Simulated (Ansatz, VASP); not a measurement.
Two plane-wave programs on MnCoC4N4

File INCAR:

```
SYSTEM = MnCoC4N4
PREC = Accurate
ENCUT = 520
EDIFF = 1E-6
ISMEAR = 0
SIGMA = 0.1
LREAL = .False.
LASPH = .True.
NELM = 150
ALGO = Normal
ISIF = 2
LWAVE = .False.
LCHARG = .True.
ISPIN = 2
MAGMOM = 4 -3 0 0 0 0 0 0 0 0
LORBIT = 11
LMAXMIX = 4
GGA = PE
LELF = .True.
LVHAR = .True.
NBANDS = 44
```

KPOINTS

```
regular mesh
0
Gamma
  4 4 4
  0 0 0
```

Contents of POSCAR:

```
MnCoC4N4
1.0
    5.9086026500      0.0000000000      0.0000000000
    0.0000000000      5.9086026500      0.0000000000
    0.0000000000      0.0000000000      5.9086026500
Mn Co C N
1 1 4 4
Direct
    0.5000000000      0.5000000000      0.5000000000
    0.0000000000      0.0000000000      0.0000000000
    0.1873167900      0.1873167900      0.1873167900
    0.1873167900      0.8126832100      0.8126832100
    0.8126832100      0.1873167900      0.8126832100
    0.8126832100      0.8126832100      0.1873167900
    0.3016415900      0.3016415900      0.3016415900
    0.3016415900      0.6983584100      0.6983584100
    0.6983584100      0.3016415900      0.6983584100
    0.6983584100      0.6983584100      0.3016415900
```

Input for Ansatz:

```yaml
crystal:
  lattice:
    - [5.90860265, 0.0, 0.0]
    - [0.0, 5.90860265, 0.0]
    - [0.0, 0.0, 5.90860265]
  atoms:
    - { symbol: Mn, position: [0.5, 0.5, 0.5], spin: 4.0 }
    - { symbol: Co, position: [0.0, 0.0, 0.0], spin: -3.0 }
    - { symbol: C, position: [0.18731679, 0.18731679, 0.18731679] }
    - { symbol: C, position: [0.18731679, 0.81268321, 0.81268321] }
    - { symbol: C, position: [0.81268321, 0.18731679, 0.81268321] }
    - { symbol: C, position: [0.81268321, 0.81268321, 0.18731679] }
    - { symbol: "N", position: [0.30164159, 0.30164159, 0.30164159] }
    - { symbol: "N", position: [0.30164159, 0.69835841, 0.69835841] }
    - { symbol: "N", position: [0.69835841, 0.30164159, 0.69835841] }
    - { symbol: "N", position: [0.69835841, 0.69835841, 0.30164159] }
basis:
  ecutwfc: 420
kpoints:
  mp_grid: { grid: [4, 4, 4] }
hamiltonian:
  xc: pbe
scf:
  occupations: { method: gaussian, width: 0.1 }
  lower_state_search: "off"
output:
  forces: true
  stress: true
  eigenvalues: true
  populations: true
magnetization:
  spin_polarized: true
```

Alike in both runs: task single point; functional PBE; k mesh 4 × 4 × 4; occupations gaussian, width 0.1 eV; collinear spin.

```csv
,VASP,Ansatz
version,VASP 6.6.1,Ansatz 0.2.0
potentials or method,"VASP PAW PBE potentials, release 64 (Mn_pv, Co, C, N), cutoff 520 eV","scalar-relativistic, plane waves, PAW"
valence electrons in the cell,58,68
```

Ansatz gave:

```
gap on the k mesh at the Fermi level (eV)                     : 1.13
least direct gap on the mesh (eV)                             : 1.28
pressure (GPa)                                                : -0.3
rms of the force components (eV/Å)                            : 0.232
net moment per atom (μB)                                      : 0.20
size of the moment on the site where the two differ most (μB) : 3.75
```

What did VASP give for the same quantities?

gap on the k mesh at the Fermi level (eV): 1.13; least direct gap on the mesh (eV): 1.28; pressure (GPa): 0.2; rms of the force components (eV/Å): 0.409; net moment per atom (μB): 0.20; size of the moment on the site where the two differ most (μB): 4.21.

Site moments also hang on the region over which each program counts them. Atom by atom the forces differ by 0.179 eV/Å (rms over components). VASP's potentials hold 58 valence electrons a cell and Ansatz's 68, so a difference there can come from the potentials and not from the codes.

Noted on VASP's run: the standard files for N, O and F lose accuracy on very short bonds.
